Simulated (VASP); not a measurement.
# TiFeC4N4 (P4/mmm) in VASP: relaxation of cell and atoms with PBE

Aim: the relaxation of cell and atoms of TiFeC4N4 with PBE.

All numbers are computed with VASP 6.6.1; they aren't measurements. Logs are shortened: lines on timing, memory, paths and dates and some standing lists are left out, and cuts for length are marked.

## 1. The cell of the first run

It takes space group P4/mmm (No. 123, tetragonal). Conventional cell: a = 7.266 Å, b = 7.266 Å, c = 3.523 Å, α = 90.00°, β = 90.00°, γ = 90.00°. Ti (site symmetry 4/mmm) has 4 C at 1.94 Å within 2.6 Å. Within 2.7 Å of Fe (site symmetry 4/mmm) lie 4 N at 2.03 Å. Within 1.6 Å of C (site symmetry m2m) lie 1 N at 1.17 Å. Within 1.6 Å of N (site symmetry m2m) lie 1 C at 1.17 Å.

## 2. Relaxation of cell and atoms, PBE, collinear spin, ferromagnetic start

Contents of INCAR:

```
PREC = Accurate
ENCUT = 600
EDIFF = 1E-7
ISMEAR = 0
SIGMA = 0.1
LREAL = False
LASPH = True
NELM = 200
ALGO = Normal
ISIF = 3
LWAVE = False
LCHARG = False
ISPIN = 2
MAGMOM = -1 -4 0 0 0 0 0 0 0 0
LORBIT = 11
LMAXMIX = 4
GGA = PE
IBRION = 2
NSW = 90
EDIFFG = -0.04
GGA_COMPAT = False
NELMIN = 4
KPAR = 4
```

Contents of KPOINTS:

```
Automatic mesh
0
Gamma
  4 4 6
```

Contents of POSCAR:

```
TiFeC4N4
1.0
    7.2662292800      0.0000000000      0.0000000000
    0.0000000000      7.2662292800      0.0000000000
    0.0000000000      0.0000000000      3.5234440200
Ti Fe C N
1 1 4 4
Direct
    0.0000000000      0.0000000000      0.0000000000
    0.5000000000      0.5000000000      0.0000000000
    0.1885947800      0.8114052200      0.0000000000
    0.8114052200      0.1885947800      0.0000000000
    0.1885947800      0.1885947800      0.0000000000
    0.8114052200      0.8114052200      0.0000000000
    0.3024523200      0.6975476800      0.0000000000
    0.6975476800      0.3024523200      0.0000000000
    0.3024523200      0.3024523200      0.0000000000
    0.6975476800      0.6975476800      0.0000000000
```

Potentials or basis: VASP PAW PBE potentials, release 64 (Ti_sv, Fe, C, N).

Launch:

```bash
$ cat potpaw_PBE.64/Ti_sv/POTCAR potpaw_PBE.64/Fe/POTCAR potpaw_PBE.64/C/POTCAR potpaw_PBE.64/N/POTCAR > POTCAR
$ mpirun -np 4 vasp_std > vasp.out
```

OUTCAR:

```text
PREC = Accurate
   ENCUT = 600
   EDIFF = 1E-7
   ISMEAR = 0
   LREAL = False
   LASPH = True
   NELM = 200
   ISIF = 3
   ISPIN = 2
   LORBIT = 11
   GGA = PE
   IBRION = 2
   NSW = 90
   EDIFFG = -0.04
   NELMIN = 4

 ion  position               nearest neighbor table
   1  0.000  0.000  0.000-   3 1.94   4 1.94   5 1.94   6 1.94
   2  0.500  0.500  0.000-   7 2.03   8 2.03   9 2.03  10 2.03
   3  0.189  0.811  0.000-   7 1.17   1 1.94
   4  0.811  0.189  0.000-   8 1.17   1 1.94
   5  0.189  0.189  0.000-   9 1.17   1 1.94
   6  0.811  0.811  0.000-  10 1.17   1 1.94
   7  0.302  0.698  0.000-   3 1.17   2 2.03
   8  0.698  0.302  0.000-   4 1.17   2 2.03
   9  0.302  0.302  0.000-   5 1.17   2 2.03
  10  0.698  0.698  0.000-   6 1.17   2 2.03

  LATTYP: Found a simple tetragonal cell.
 ALAT       =     7.2662292800
 C/A-ratio  =     0.4849068044

  Lattice vectors:

 A1 = (   7.2662292800,   0.0000000000,   0.0000000000)
 A2 = (   0.0000000000,   7.2662292800,   0.0000000000)
 A3 = (   0.0000000000,   0.0000000000,   3.5234440200)

Analysis of symmetry for initial positions (statically):
=====================================================================
 Subroutine PRICEL returns:
 Original cell was already a primitive cell.

 Routine SETGRP: Setting up the symmetry group for a
 simple tetragonal supercell.

 Subroutine GETGRP returns: Found 16 space group operations
 (whereof 16 operations were pure point group operations)
 out of a pool of 16 trial point group operations.

The static configuration has the point symmetry D_4h.

Analysis of symmetry for dynamics (positions and initial velocities):
=====================================================================
 Subroutine PRICEL returns:
 Original cell was already a primitive cell.

 Routine SETGRP: Setting up the symmetry group for a
 simple tetragonal supercell.

 Subroutine GETGRP returns: Found 16 space group operations
 (whereof 16 operations were pure point group operations)
 out of a pool of 16 trial point group operations.

The dynamic configuration has the point symmetry D_4h.

Analysis of structural, dynamic, and magnetic symmetry:
=====================================================================
 Subroutine PRICEL returns:
 Original cell was already a primitive cell.

 Routine SETGRP: Setting up the symmetry group for a
 simple tetragonal supercell.

 Subroutine GETGRP returns: Found 16 space group operations
 (whereof 16 operations were pure point group operations)
 out of a pool of 16 trial point group operations.

The overall configuration has the point symmetry D_4h.

 Subroutine INISYM returns: Found 16 space group operations
 (whereof 16 operations are pure point group operations),
 and found     1 'primitive' translations

----------------------------------------------------------------------------------------

                                     Primitive cell

  volume of cell :     186.0311

  direct lattice vectors                    reciprocal lattice vectors
     7.266229280  0.000000000  0.000000000     0.137622963  0.000000000  0.000000000
     0.000000000  7.266229280  0.000000000     0.000000000  0.137622963  0.000000000
     0.000000000  0.000000000  3.523444020     0.000000000  0.000000000  0.283813222

  length of vectors
     7.266229280  7.266229280  3.523444020     0.137622963  0.137622963  0.283813222

  position of ions in fractional coordinates (direct lattice)
     0.000000000  0.000000000  0.000000000
     0.500000000  0.500000000  0.000000000
     0.188594780  0.811405220  0.000000000
     0.811405220  0.188594780  0.000000000
     0.188594780  0.188594780  0.000000000
     0.811405220  0.811405220  0.000000000
     0.302452320  0.697547680  0.000000000
     0.697547680  0.302452320  0.000000000
     0.302452320  0.302452320  0.000000000
     0.697547680  0.697547680  0.000000000

  ion indices of the primitive-cell ions
   primitive index   ion index
                 1           1
                 2           2
[... 67 lines left out ...]
   NGX,Y,Z   is equivalent  to a cutoff of  13.73, 13.73, 13.21 a.u.
   NGXF,Y,Z  is equivalent  to a cutoff of  27.46, 27.46, 26.42 a.u.
 SYSTEM =  unknown system
   PREC   = accura    normal or accurate (medium, high low for compatibility)
   ISTART =      0    job   : 0-new  1-cont  2-samecut
   ICHARG =      2    charge: 1-file 2-atom 10-const
   ISPIN  =      2    spin polarized calculation?
   LNONCOLLINEAR =      F non collinear calculations
   LSORBIT =      F    spin-orbit coupling
   LASPH  =      T    aspherical Exc in radial PAW
   ENCUT  =  600.0 eV  44.10 Ry    6.64 a.u.  14.51 14.51  7.04*2*pi/ulx,y,z
   NELM   =    200;   NELMIN=  4; NELMDL= -5     # of ELM steps
   EDIFF  = 0.1E-06   stopping-criterion for ELM
   LREAL  =      F    real-space projection
   EDIFFG = -.4E-01   stopping-criterion for IOM
   NSW    =     90    number of steps for IOM
   IBRION =      2    ionic relax: 0-MD 1-quasi-New 2-CG
   NFREE  =      1    steps in history (QN), initial steepest desc. (CG)
   ISIF   =      3    stress and relaxation
   ISYM   =      2    0-nonsym 1-usesym 2-fastsym
   POTIM  = 0.5000    time-step for ionic-motion
   TEBEG  =    0.0;   TEEND  =   0.0 temperature during run
   PSTRESS=    0.0 pullay stress
   NELECT =      56.0000    total number of electrons
   NUPDOWN=      -1.0000    fix difference up-down
   EMIN   =  10.00;   EMAX   =-10.00  energy-range for DOS
   EFERMI =   0.00;   METHOD = LEGACY
   ISMEAR =     0;   SIGMA  =   0.10  broadening in eV -4-tet -1-fermi 0-gaus
   EFERMI_NEDOS =   21; number of points for ismear=-14 and -15
   IALGO  =     38    algorithm
   IMIX   =      4    mixing-type and parameters
     AMIX     =   0.40;   BMIX     =  1.00
     AMIX_MAG =   1.60;   BMIX_MAG =  1.00
  volume/ion in A,a.u.               =      18.60       125.54
  Fermi-wavevector in a.u.,A,eV,Ry     =   1.097174  2.073359 16.378579  1.203792
  Thomas-Fermi vector in A             =   2.233530
   LORBIT       =     11    0 simple, 1 ext, 2 COOP (PROOUT), +10 PAW based schemes
   GGA     = PE    functional components
   LHFCALC =     F    Hartree Fock is set to
   AEXX    =    0.0000 exact exchange contribution
   IVDW    =     0    specifies the selected vdW correction
   LEPSILON=     F    determine dielectric tensor
   LRPA    =     F    only Hartree local field effects (RPA)
 conjugate gradient relaxation of ions
 spin polarized calculation
 Gauss-broadening in eV      SIGMA  =   0.10
  energy-cutoff  :      600.00
  volume of cell :      186.03
 maximum number of plane-waves:      6270
 NGX is ok and might be reduce to    60
   NGX = 29   NGY = 29   NGZ = 15

--------------------------------------- Ionic step        1  -------------------------------------------

 number of electron      56.0000004 magnetization       0.0010676

 number of electron      56.0000004 magnetization      -0.0023285

 Free energy of the ion-electron system (eV)
  ---------------------------------------------------
  ext. energy  EPLUGINS =         0.00000000
  ---------------------------------------------------
  free energy    TOTEN  =       -80.57025712 eV

  energy without entropy =      -80.55006881  energy(sigma->0) =      -80.56016297

------------------------ aborting loop because EDIFF is reached ----------------------------------------

  FORCE on cell =-STRESS in cart. coord.  units (eV):
  Direction    XX          YY          ZZ          XY          YZ          ZX
  --------------------------------------------------------------------------------------
  -------------------------------------------------------------------------------------
  Total        7.9322314      7.9322314     -1.3091738      0.0000000      0.0000000      0.0000000
  in kB       68.3156786     68.3156786    -11.2751501      0.0000000      0.0000000      0.0000000
  external PRESSURE =      41.7854024 kB  Pullay stress =       0.0000000 kB
[... 115 lines left out ...]
  FREE ENERGIE OF THE ION-ELECTRON SYSTEM (eV)
  ---------------------------------------------------
  free  energy   TOTEN  =       -81.7694706034 eV

  energy  without entropy=      -81.7501422238  energy(sigma->0) =      -81.75980641

 E-fermi :  -0.0470     XC(G=0):  -7.6221

 val. band max:       -0.0749085376   @ k =   0.5000   0.2500   0.3333
 cond. band min:      -0.0318318278   @ k =   0.5000   0.0000   0.3333
 fundamental gap:      0.0430767098
 Fermi energy:        -0.0469901082

 spin component 1

 k-point     1 :       0.0000    0.0000    0.0000
  band No.  band energies     occupation
      1     -57.9821      1.00000
      2     -34.3380      1.00000
      3     -34.1468      1.00000
      4     -34.1468      1.00000
      5     -18.2797      1.00000
      6     -18.0314      1.00000
[... 1912 lines left out ...]
     36       4.3721      0.00000
     37       4.3721      0.00000

[... ionic steps 4 to 37 ...]

--------------------------------------- Ionic step       38  -------------------------------------------

 number of electron      56.0000008 magnetization      -0.0131358

------------------------ aborting loop because EDIFF is reached ----------------------------------------
[... 83 lines left out ...]
--------------------------------------- Ionic step       40  -------------------------------------------

 number of electron      56.0000008 magnetization      -0.0127005

 Free energy of the ion-electron system (eV)
  ---------------------------------------------------
  ext. energy  EPLUGINS =         0.00000000
  ---------------------------------------------------
  free energy    TOTEN  =       -82.71468399 eV

  energy without entropy =      -82.69851296  energy(sigma->0) =      -82.70659847

 E-fermi :   0.2678     XC(G=0):  -7.8992

 val. band max:        0.2590969281   @ k =   0.5000   0.0000   0.0000
 cond. band min:       0.3057307285   @ k =   0.5000   0.0000   0.5000
 fundamental gap:      0.0466338004
 Fermi energy:         0.2678443488

 spin component 1

 k-point     1 :       0.0000    0.0000    0.0000
  band No.  band energies     occupation
      1     -57.6000      1.00000
      2     -33.9500      1.00000
      3     -33.7678      1.00000
      4     -33.7678      1.00000
      5     -17.9977      1.00000
      6     -17.7468      1.00000
[... 1949 lines left out ...]
  FREE ENERGIE OF THE ION-ELECTRON SYSTEM (eV)
  ---------------------------------------------------
  free  energy   TOTEN  =       -82.7146839901 eV

  energy  without entropy=      -82.6985129578  energy(sigma->0) =      -82.70659847

 reached required accuracy - stopping structural energy minimisation

 total charge

# of ion       s       p       d       tot
------------------------------------------
    1        2.189   6.182   1.775  10.146
    2        0.463   0.681   6.288   7.432
    3        0.958   1.620   0.000   2.578
    4        0.958   1.620   0.000   2.578
    5        0.958   1.620   0.000   2.578
    6        0.958   1.620   0.000   2.578
    7        1.298   2.587   0.000   3.885
    8        1.298   2.587   0.000   3.885
    9        1.298   2.587   0.000   3.885
   10        1.298   2.587   0.000   3.885
--------------------------------------------------
tot         11.676  23.689   8.063  43.428

 magnetization (x)

# of ion       s       p       d       tot
------------------------------------------
    1        0.029   0.028   1.038   1.095
    2       -0.025  -0.005  -1.683  -1.713
    3       -0.004  -0.014   0.000  -0.018
    4       -0.004  -0.014   0.000  -0.018
    5       -0.004  -0.014   0.000  -0.018
    6       -0.004  -0.014   0.000  -0.018
    7        0.004   0.033   0.000   0.037
    8        0.004   0.033   0.000   0.037
    9        0.004   0.033   0.000   0.037
   10        0.004   0.033   0.000   0.037
--------------------------------------------------
tot          0.003   0.101  -0.645  -0.542
```

Wall time 40 min (4 MPI ranks of Intel Xeon 6975P-C (Granite Rapids), shared host); peak memory 0.62 GiB.

What came out:

- Free energy: -82.7147 eV
- Relaxed volume: 17.60 Å³/atom
- Relaxed cell: a = 7.307 Å, b = 7.307 Å, c = 3.296 Å, α = 90.00°, β = 90.00°, γ = 90.00°
- Space group after relaxing (to 0.1 Å): P4/mmm (No. 123)
- Energy gained by relaxing: 214.4 meV/atom
- Ionic steps: 40
- Pressure after relaxing: 0.1 GPa
- Largest force after relaxing: 0.040 eV/Å
- Band gap on the k mesh: zero (filled and empty bands overlap)
- Net moment: -0.01 μB per cell
- Site moments: Ti +1.09; Fe -1.71; C -0.02; N +0.04 μB
- Valence electrons inside the program's atomic spheres: Ti 10.15; Fe 7.43; C 2.58; N 3.88

Forces in eV/Å, atoms in the order of the input:
```
Ti   0.000  0.000  0.000
Fe   0.000  0.000  0.000
C   -0.004  0.004  0.000
C    0.004 -0.004  0.000
C   -0.004 -0.004  0.000
C    0.004  0.004  0.000
N   -0.028  0.028  0.000
N    0.028 -0.028  0.000
N   -0.028 -0.028  0.000
N    0.028  0.028  0.000
```

The path:
```
step  energy change (eV)  largest force (eV/Å)  pressure (GPa)  volume (Å³)
   1              0.0000                2.9949            4.18       186.03
   2             -1.0301                5.4670          -10.65       199.27
   3             -1.1992                4.6537           -7.43       195.40
   4             -1.8085                1.5099           -3.05       195.56
   5             -1.8099                1.7291           -2.79       195.56
   6             -1.9354                1.0744           -2.88       193.97
   7             -2.0636                0.6567           -2.60       190.12
   8             -2.0629                1.3363            0.50       187.04
   9             -2.0803                0.4617           -1.09       188.58
  10             -2.0928                0.2706           -0.92       187.41
  11             -2.1028                0.5965           -0.49       185.01
  12             -2.1087                0.2262            0.26       184.00
  13             -2.1090                0.3141            0.45       183.74
  14             -2.1140                0.2237            0.38       183.44
  15             -2.1235                0.1558            0.17       182.51
  16             -2.1174                0.5964           -0.20       180.67
  17             -2.1252                0.2211            0.04       181.93
  18             -2.1266                0.3117            0.44       181.63
  19             -2.1271                0.1450            0.31       181.73
  20             -2.1300                0.1011           -0.04       181.76
  21             -2.1310                0.1438           -0.42       181.80
  22             -2.1329                0.1975           -0.30       181.44
  23             -2.1336                0.3667           -0.17       181.02
  24             -2.1343                0.3475           -0.20       180.92
  25             -2.1360                0.2893           -0.29       180.61
  26             -2.1384                0.1738           -0.48       179.98
  27             -2.1392                0.0827           -0.86       178.73
  28             -2.1395                0.0293           -0.73       179.18
  29             -2.1405                0.0443           -0.63       178.87
  30             -2.1424                0.1060           -0.33       177.93
  31             -2.1423                0.3120            0.28       176.08
  32             -2.1431                0.2034           -0.05       177.05
  33             -2.1438                0.0839           -0.18       176.49
  34             -2.1438                0.0497           -0.14       176.57
  35             -2.1438                0.0424           -0.15       176.59
  36             -2.1440                0.0440           -0.11       176.50
  37             -2.1443                0.0589            0.01       176.25
  38             -2.1442                0.0885            0.26       175.74
  39             -2.1443                0.0706            0.12       176.05
  40             -2.1444                0.0399            0.05       175.99
```

Final structure:
```
Ti Fe C N
1.0
     7.30690    0.00000    0.00000
     0.00000    7.30690    0.00000
     0.00000    0.00000    3.29626
Ti Fe C N
1 1 4 4
Direct
  0.00000 0.00000 0.00000
  0.50000 0.50000 0.00000
  0.20721 0.79279 0.00000
  0.79279 0.20721 0.00000
  0.20721 0.20721 0.00000
  0.79279 0.79279 0.00000
  0.32110 0.67890 0.00000
  0.67890 0.32110 0.00000
  0.32110 0.32110 0.00000
  0.67890 0.67890 0.00000
```

With open d or f shells a metallic result of PBE can be an artefact of self-interaction; +U or a hybrid may open a gap.
